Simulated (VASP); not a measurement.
Wanted: the native input for a VASP 6.6.1 run.

```yaml
Task: single point
Functional: HSE06
Potentials_or_basis: VASP PAW PBE potentials, release 64 (Mg, S)
Cutoff: 520 eV
k_mesh: 6 × 6 × 6
Occupations: fermi-dirac, width 0.02 eV
Spin: no spin polarisation
Dipole_correction: no
Grid_for_exact_exchange_PRECFOCK: Normal
Further_INCAR_settings: ALGO = Normal; EDIFF = 1e-07; NBANDS = 11
Share_of_exact_exchange: 0.25
Screening_parameter: 0.2079 1/Å
```

The system is MgS.

```
CELL_PARAMETERS angstrom
3.26282 0.00000 0.00000
0.00000 3.26282 0.00000
0.00000 0.00000 3.26282
ATOMIC_POSITIONS crystal
Mg 0.00000 0.00000 0.00000
S 0.50000 0.50000 0.50000
```

The input as run:

POSCAR

```
MgS
1.0
    3.2628174056      0.0000000000      0.0000000000
    0.0000000000      3.2628174056      0.0000000000
    0.0000000000      0.0000000000      3.2628174056
Mg S
1 1
Direct
    0.0000000000      0.0000000000      0.0000000000
    0.5000000000      0.5000000000      0.5000000000
```

INCAR.step1

```
PREC     = Accurate       # precision mode
ENCUT    = 520            # plane-wave cutoff, eV
EDIFF    = 1E-5           # SCF threshold, eV
ISMEAR   = -1             # smearing method
SIGMA    = 0.02           # smearing width, eV
LREAL    = F              # projectors in reciprocal space
LASPH    = T              # aspherical terms in the spheres
NELM     = 100            # most SCF steps
ALGO     = Normal         # electronic algorithm
ISIF     = 2              # what is computed and relaxed
LWAVE    = T              # write WAVECAR
LCHARG   = F              # write CHGCAR
NBANDS   = 11             # bands
GGA      = PE             # functional
```

INCAR.step2

```
PREC     = Accurate       # precision mode
ENCUT    = 520            # plane-wave cutoff, eV
EDIFF    = 1E-7           # SCF threshold, eV
ISMEAR   = -1             # smearing method
SIGMA    = 0.02           # smearing width, eV
LREAL    = F              # projectors in reciprocal space
LASPH    = T              # aspherical terms in the spheres
NELM     = 100            # most SCF steps
ALGO     = Normal         # electronic algorithm
ISIF     = 2              # what is computed and relaxed
LWAVE    = F              # write WAVECAR
LCHARG   = F              # write CHGCAR
GGA      = PE             # functional
LHFCALC  = T              # exact exchange
HFSCREEN = 0.2079         # screening, 1/A
PRECFOCK = Normal       
NBANDS   = 11             # bands
ISTART   = 1
```

KPOINTS

```
Automatic mesh
0
Gamma
  6 6 6
```

Potentials or basis: VASP PAW PBE potentials, release 64 (Mg, S).

Launch:

```bash
$ cat potpaw_PBE.64/Mg/POTCAR potpaw_PBE.64/S/POTCAR > POTCAR
$ cp INCAR.step1 INCAR
$ mpirun -np 1 vasp_std > vasp.out
$ cp INCAR.step2 INCAR
$ mpirun -np 1 vasp_std > vasp.out
```

It gave:

```yaml
Pressure: -0.8 GPa
Band_gap_on_the_k_mesh: 0.04 eV
```

Caveat: the PAW data sets were made with another functional, which shifts forces and pressure a little.

Run time: 28 min on 1 thread of Intel Xeon 8259CL, with other jobs on the host, peak memory 0.26 GiB.
